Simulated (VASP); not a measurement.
# ZnO (P6_3mc) in VASP: single point with r2SCAN

Aim: the single point of ZnO with r2SCAN.

All numbers are computed with VASP 6.6.1; they aren't measurements. Logs are shortened: lines on timing, memory, paths and dates and some standing lists are left out, and cuts for length are marked.

## Step 1: The cell of the first run

It takes space group P6_3mc (No. 186, hexagonal). The conventional cell has a = 3.231 Å, b = 3.231 Å, c = 5.215 Å, α = 90.00°, β = 90.00°, γ = 120.00°. Within 2.6 Å of Zn (site symmetry 3m) lie 4 O at 1.97 to 1.98 Å. Within 2.6 Å of O (site symmetry 3m) lie 4 Zn at 1.97 to 1.98 Å.

## Step 2: Single point, r2SCAN

Input file POSCAR:

```
ZnO
1.0
    3.2309721498      0.0000000000      0.0000000000
   -1.6154860749      2.7981039606      0.0000000000
    0.0000000000      0.0000000000      5.2154102488
Zn O
2 2
Direct
    0.3333333333      0.6666666667      0.0020260005
    0.6666666667      0.3333333333      0.5020260005
    0.3333333333      0.6666666667      0.3809739995
    0.6666666667      0.3333333333      0.8809739995
```

Input file INCAR.step1:

```
SYSTEM = ZnO
ALGO = Normal
EDIFF = 1E-5
ENCUT = 1480
GGA = PE
GGA_COMPAT = .FALSE.
ISMEAR = 0
LASPH = .TRUE.
LCHARG = .FALSE.
LREAL = .FALSE.
LWAVE = .TRUE.
NBANDS = 26
NELM = 120
PREC = Accurate
SIGMA = 0.02
```

Input file INCAR.step2:

```
SYSTEM = ZnO
ALGO = Normal
EDIFF = 1E-6
ENCUT = 1480
GGA_COMPAT = .FALSE.
ISIF = 2
ISMEAR = 0
ISTART = 1
LASPH = .TRUE.
LCHARG = .FALSE.
LMIXTAU = .TRUE.
LREAL = .FALSE.
LWAVE = .FALSE.
METAGGA = R2SCAN
NBANDS = 26
NELM = 120
PREC = Accurate
SIGMA = 0.02
```

Input file KPOINTS:

```
k-points
0
G
  9 9 6
  0 0 0
```

Potentials or basis: VASP PAW PBE potentials, release 64 (Zn, O_h).

Launch:

```sh
> cat potpaw_PBE.64/Zn/POTCAR potpaw_PBE.64/O_h/POTCAR > POTCAR
> cp INCAR.step1 INCAR
> mpirun -np 1 vasp_std > vasp.out
> cp INCAR.step2 INCAR
> mpirun -np 1 vasp_std > vasp.out
```

OUTCAR:

```text
SYSTEM = ZnO
   EDIFF = 1E-6
   ENCUT = 1480
   ISIF = 2
   ISMEAR = 0
   ISTART = 1
   LASPH = .TRUE.
   LREAL = .FALSE.
   METAGGA = R2SCAN
   NELM = 120
   PREC = Accurate

 ion  position               nearest neighbor table
   1  0.333  0.667  0.002-   4 1.97   4 1.97   4 1.97   3 1.98
   2  0.667  0.333  0.502-   3 1.97   3 1.97   3 1.97   4 1.98
   3  0.333  0.667  0.381-   2 1.97   2 1.97   2 1.97   1 1.98
   4  0.667  0.333  0.881-   1 1.97   1 1.97   1 1.97   2 1.98

  LATTYP: Found a hexagonal cell.
 ALAT       =     3.2309721498
 C/A-ratio  =     1.6141922638

  Lattice vectors:

 A1 = (   3.2309721498,   0.0000000000,   0.0000000000)
 A2 = (  -1.6154860749,   2.7981039606,   0.0000000000)
 A3 = (   0.0000000000,   0.0000000000,   5.2154102488)

Analysis of symmetry for initial positions (statically):
=====================================================================
 Subroutine PRICEL returns:
 Original cell was already a primitive cell.

 Routine SETGRP: Setting up the symmetry group for a
 hexagonal supercell.

 Subroutine GETGRP returns: Found 12 space group operations
 (whereof  6 operations were pure point group operations)
 out of a pool of 24 trial point group operations.

The static configuration has the point symmetry C_3v.
 The point group associated with its full space group is C_6v.

Analysis of symmetry for dynamics (positions and initial velocities):
=====================================================================
 Subroutine PRICEL returns:
 Original cell was already a primitive cell.

 Routine SETGRP: Setting up the symmetry group for a
 hexagonal supercell.

 Subroutine GETGRP returns: Found 12 space group operations
 (whereof  6 operations were pure point group operations)
 out of a pool of 24 trial point group operations.

The dynamic configuration has the point symmetry C_3v.
 The point group associated with its full space group is C_6v.

 Subroutine INISYM returns: Found 12 space group operations
 (whereof  6 operations are pure point group operations),
 and found     1 'primitive' translations

----------------------------------------------------------------------------------------

                                     Primitive cell

  volume of cell :      47.1504

  direct lattice vectors                    reciprocal lattice vectors
     3.230972150  0.000000000  0.000000000     0.309504370  0.178692431  0.000000000
    -1.615486075  2.798103961  0.000000000     0.000000000  0.357384863  0.000000000
     0.000000000  0.000000000  5.215410249     0.000000000  0.000000000  0.191739471

  length of vectors
     3.230972150  3.230972150  5.215410249     0.357384863  0.357384863  0.191739471

  position of ions in fractional coordinates (direct lattice)
     0.333333333  0.666666667  0.002026001
     0.666666667  0.333333333  0.502026001
     0.333333333  0.666666667  0.380973999
     0.666666667  0.333333333  0.880973999

  ion indices of the primitive-cell ions
   primitive index   ion index
                 1           1
                 2           2
                 3           3
                 4           4

----------------------------------------------------------------------------------------

 KPOINTS: k-points

Automatic generation of k-mesh.
 Grid dimensions read from file:
 generate k-points for:    9    9    6

 Generating k-lattice:

  Cartesian coordinates                     Fractional coordinates (reciprocal lattice)
     0.034389374  0.019854715  0.000000000     0.111111111 -0.000000000  0.000000000
     0.000000000  0.039709429  0.000000000     0.000000000  0.111111111  0.000000000
     0.000000000  0.000000000  0.031956578     0.000000000  0.000000000  0.166666667

  Length of vectors
     0.039709429  0.039709429  0.031956578

  Shift w.r.t. Gamma in fractional coordinates (k-lattice)
     0.000000000  0.000000000  0.000000000

 Subroutine IBZKPT returns following result:
 ===========================================

 Found     48 irreducible k-points:

 Following reciprocal coordinates:
            Coordinates               Weight
  0.000000  0.000000  0.000000      1.000000
  0.111111  0.000000  0.000000      6.000000
  0.222222  0.000000  0.000000      6.000000
  0.333333  0.000000  0.000000      6.000000
  0.444444  0.000000  0.000000      6.000000
  0.111111  0.111111  0.000000      6.000000
[... 16 lines left out ...]
  0.333333  0.222222  0.166667     24.000000
  0.333333  0.333333  0.166667      4.000000
 [... further k-points ...]
   k-points           NKPTS =     48   k-points in BZ     NKDIM =     48   number of bands    NBANDS=     26
   number of dos      NEDOS =    301   number of ions     NIONS =      4
   total plane-waves  NPLWV = 123480
   dimension x,y,z NGX =    42 NGY =   42 NGZ =   70
   dimension x,y,z NGXF=    84 NGYF=   84 NGZF=  140
   ions per type =               2   2
   NGX,Y,Z   is equivalent  to a cutoff of  21.61, 21.61, 22.31 a.u.
   NGXF,Y,Z  is equivalent  to a cutoff of  43.22, 43.22, 44.63 a.u.
 SYSTEM =  ZnO
   PREC   = accura    normal or accurate (medium, high low for compatibility)
   ISTART =      1    job   : 0-new  1-cont  2-samecut
   ICHARG =      0    charge: 1-file 2-atom 10-const
   ISPIN  =      1    spin polarized calculation?
   LNONCOLLINEAR =      F non collinear calculations
   LSORBIT =      F    spin-orbit coupling
   LASPH  =      T    aspherical Exc in radial PAW
   ENCUT  = 1480.0 eV 108.78 Ry   10.43 a.u.  10.13 10.13 16.36*2*pi/ulx,y,z
   NELM   =    120;   NELMIN=  2; NELMDL=  0     # of ELM steps
   EDIFF  = 0.1E-05   stopping-criterion for ELM
   LREAL  =      F    real-space projection
[... 7 lines left out ...]
   TEBEG  =    0.0;   TEEND  =   0.0 temperature during run
   PSTRESS=    0.0 pullay stress
   NELECT =      36.0000    total number of electrons
   NUPDOWN=      -1.0000    fix difference up-down
   EMIN   =  10.00;   EMAX   =-10.00  energy-range for DOS
   EFERMI =   0.00;   METHOD = LEGACY
   ISMEAR =     0;   SIGMA  =   0.02  broadening in eV -4-tet -1-fermi 0-gaus
   EFERMI_NEDOS =   21; number of points for ismear=-14 and -15
   IALGO  =     38    algorithm
   IMIX   =      4    mixing-type and parameters
     AMIX     =   0.40;   BMIX     =  1.00
     AMIX_MAG =   1.60;   BMIX_MAG =  1.00
  volume/ion in A,a.u.               =      11.79        79.55
  Fermi-wavevector in a.u.,A,eV,Ry     =   1.496283  2.827565 30.461589  2.238864
  Thomas-Fermi vector in A             =   2.608320
   LORBIT       =      0    0 simple, 1 ext, 2 COOP (PROOUT), +10 PAW based schemes
   METAGGA = R2SCAN    functional components
   LHFCALC =     F    Hartree Fock is set to
   AEXX    =    0.0000 exact exchange contribution
   IVDW    =     0    specifies the selected vdW correction
   LEPSILON=     F    determine dielectric tensor
   LRPA    =     F    only Hartree local field effects (RPA)
 non-spin polarized calculation
 Gauss-broadening in eV      SIGMA  =   0.02
  energy-cutoff  :     1480.00
  volume of cell :       47.15
 maximum number of plane-waves:      6126
 NGX is ok and might be reduce to    42
   NGX = 21   NGY = 21   NGZ = 33

 number of electron      35.9999999 magnetization

 Free energy of the ion-electron system (eV)
  ---------------------------------------------------
  ext. energy  EPLUGINS =         0.00000000
  ---------------------------------------------------
  free energy    TOTEN  =       -36.34733503 eV

  energy without entropy =      -36.34733503  energy(sigma->0) =      -36.34733503

 E-fermi :   1.3773     XC(G=0): -11.7200

 val. band max:        1.2587369395   @ k =   0.0000   0.0000   0.0000
 cond. band min:       2.4960866866   @ k =   0.0000   0.0000   0.0000
 fundamental gap:      1.2373497471
 Fermi energy:         1.3772756546

 k-point     1 :       0.0000    0.0000    0.0000
  band No.  band energies     occupation
      1     -17.9007      2.00000
      2     -17.2050      2.00000
      3      -4.6048      2.00000
      4      -4.6048      2.00000
      5      -4.5587      2.00000
      6      -4.5166      2.00000
[... 18 lines left out ...]
     25      16.4187      0.00000
     26      16.4187      0.00000

 k-point     2 :       0.1111    0.0000    0.0000
  band No.  band energies     occupation
      1     -17.8350      2.00000
      2     -17.1757      2.00000
      3      -4.6792      2.00000
      4      -4.5639      2.00000
      5      -4.5164      2.00000
      6      -4.4440      2.00000
[... 18 lines left out ...]
     25      16.3651      0.00000
     26      16.5690      0.00000

 k-point     3 :       0.2222    0.0000    0.0000
  band No.  band energies     occupation
      1     -17.6600      2.00000
      2     -17.1056      2.00000
      3      -4.8225      2.00000
      4      -4.4979      2.00000
      5      -4.4670      2.00000
      6      -4.3565      2.00000
[... 18 lines left out ...]
     25      15.5099      0.00000
     26      16.4835      0.00000

 k-point     4 :       0.3333    0.0000    0.0000
  band No.  band energies     occupation
      1     -17.4385      2.00000
      2     -17.0401      2.00000
      3      -4.8977      2.00000
      4      -4.5396      2.00000
      5      -4.3760      2.00000
      6      -4.1726      2.00000
[... 18 lines left out ...]
     25      15.5424      0.00000
     26      16.3290      0.00000

 k-point     5 :       0.4444    0.0000    0.0000
  band No.  band energies     occupation
      1     -17.2650      2.00000
      2     -17.0211      2.00000
      3      -4.8459      2.00000
      4      -4.5909      2.00000
      5      -4.3313      2.00000
      6      -3.9796      2.00000
[... 18 lines left out ...]
     25      15.3030      0.00000
     26      16.5025      0.00000

 k-point     6 :       0.1111    0.1111    0.0000
  band No.  band energies     occupation
      1     -17.7145      2.00000
      2     -17.1260      2.00000
      3      -4.7526      2.00000
      4      -4.5620      2.00000
      5      -4.4548      2.00000
      6      -4.4042      2.00000
[... 427 lines left out ...]
 k-point    21 :       0.4444    0.1111    0.1667
  band No.  band energies     occupation
      1     -17.1980      2.00000
      2     -17.0341      2.00000
      3      -4.8070      2.00000
      4      -4.5942      2.00000
      5      -4.3267      2.00000
      6      -4.0181      2.00000
[... 18 lines left out ...]
     25      14.8398      0.00000
     26      16.1761      0.00000

 k-point    22 :       0.2222    0.2222    0.1667
  band No.  band energies     occupation
      1     -17.3091      2.00000
      2     -17.0402      2.00000
      3      -4.7145      2.00000
      4      -4.6503      2.00000
      5      -4.2901      2.00000
      6      -4.2235      2.00000
[... 18 lines left out ...]
     25      13.9260      0.00000
     26      17.2753      0.00000

 k-point    23 :       0.3333    0.2222    0.1667
  band No.  band energies     occupation
      1     -17.1670      2.00000
      2     -17.0344      2.00000
      3      -4.6709      2.00000
      4      -4.4544      2.00000
      5      -4.2892      2.00000
      6      -4.1082      2.00000
[... 18 lines left out ...]
     25      14.7194      0.00000
     26      16.3793      0.00000

 k-point    24 :       0.3333    0.3333    0.1667
  band No.  band energies     occupation
      1     -17.0754      2.00000
      2     -17.0754      2.00000
      3      -4.6092      2.00000
      4      -4.3171      2.00000
      5      -4.3171      2.00000
      6      -3.9856      2.00000
[... 18 lines left out ...]
     25      15.3679      0.00000
     26      16.6421      0.00000

 [... further k-points ...]
[... 5 lines left out ...]
  --------------------------------------------------------------------------------------
  -------------------------------------------------------------------------------------
  Total        0.3813784      0.3813784      0.3372150      0.0000000      0.0000000      0.0000000
  in kB       12.9592889     12.9592889     11.4586114      0.0000000      0.0000000      0.0000000
  external PRESSURE =      12.4590631 kB  Pullay stress =       0.0000000 kB

 VOLUME and BASIS-vectors are now :
 -----------------------------------------------------------------------------
  energy-cutoff  :     1480.00
  volume of cell :       47.15
      direct lattice vectors                 reciprocal lattice vectors
     3.230972150  0.000000000  0.000000000     0.309504370  0.178692431  0.000000000
    -1.615486075  2.798103961  0.000000000     0.000000000  0.357384863  0.000000000
     0.000000000  0.000000000  5.215410249     0.000000000  0.000000000  0.191739471

 POSITION                                       TOTAL-FORCE (eV/Angst)
 -----------------------------------------------------------------------------------
     -0.00000      1.86540      0.01057         0.000000     -0.000000     -0.002458
      1.61549      0.93270      2.61827        -0.000000      0.000000     -0.002458
     -0.00000      1.86540      1.98694         0.000000     -0.000000      0.002458
      1.61549      0.93270      4.59464        -0.000000      0.000000      0.002458
 -----------------------------------------------------------------------------------
    total drift:                               -0.000000      0.000000      0.008725

  FREE ENERGIE OF THE ION-ELECTRON SYSTEM (eV)
  ---------------------------------------------------
  free  energy   TOTEN  =       -36.3473350272 eV

  energy  without entropy=      -36.3473350272  energy(sigma->0) =      -36.34733503
```

It took 8.7 min on 1 thread of Intel Xeon 6975P-C (Granite Rapids), shared host; peak memory 0.53 GiB.

What came out:

```yaml
Free_energy: -36.3473 eV
Pressure: 1.2 GPa
Band_gap_on_the_k_mesh: 1.24 eV
```

Forces on the atoms (eV/Å):
```
Zn   0.000  0.000 -0.002
Zn   0.000  0.000 -0.002
O    0.000  0.000  0.002
O    0.000  0.000  0.002
```

Levels at points of the mesh, in eV from the valence-band top:
```tsv
k point	band 16	band 17	band 18	band 19	band 20	band 21
(0.00, 0.00, 0.00)	-0.10	0.00	0.00	1.24	5.90	8.82
(0.00, 0.00, 0.50)	-0.40	-0.40	-0.40	3.94	3.94	10.83
```

Caveat: the PAW data sets were made with another functional, which shifts forces and pressure a little. r2SCAN opens gaps a little over a GGA but as a rule still falls short of measured ones.
